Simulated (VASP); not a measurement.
Here is a VASP 6.6.1 calculation.

Contents of INCAR:

```
  ALGO = Normal
  EDIFF = 1E-7
  ENCUT = 520
  GGA = PS
  ISIF = 2
  ISMEAR = 0
  LASPH = True
  LCHARG = False
  LREAL = False
  LWAVE = False
  NBANDS = 15
  NELM = 80
  PREC = Accurate
  SIGMA = 0.05
```

Contents of KPOINTS:

```
k-points
0
Gamma
  12 12 8
```

Contents of POSCAR:

```
CaB2
1.0
    3.1789788133      0.0000000000      0.0000000000
   -1.5894894066      2.7530764104      0.0000000000
    0.0000000000      0.0000000000      3.9951735024
Ca B
1 2
Direct
    0.0000000000      0.0000000000      0.0000000000
    0.3333333333      0.6666666667      0.5000000000
    0.6666666667      0.3333333333      0.5000000000
```

Potentials or basis: VASP PAW PBE potentials, release 64 (Ca_sv, B).

Run with:

```bash
$ cat potpaw_PBE.64/Ca_sv/POTCAR potpaw_PBE.64/B/POTCAR > POTCAR
$ mpirun -np 1 vasp_std > vasp.out
```

Task: Predict the band gap on the k mesh.

Result: Zero (band 8 reaches 5.85 eV, above the bottom of band 9 at 4.19 eV).

Task: Predict the pressure.

Result: 3.1 GPa.

Stress tensor (GPa, compression positive):
```
3.03 0.00 0.00
0.00 3.03 0.00
0.00 0.00 3.25
```

Caveat: the PAW data sets were made with another functional, which shifts forces and pressure a little.
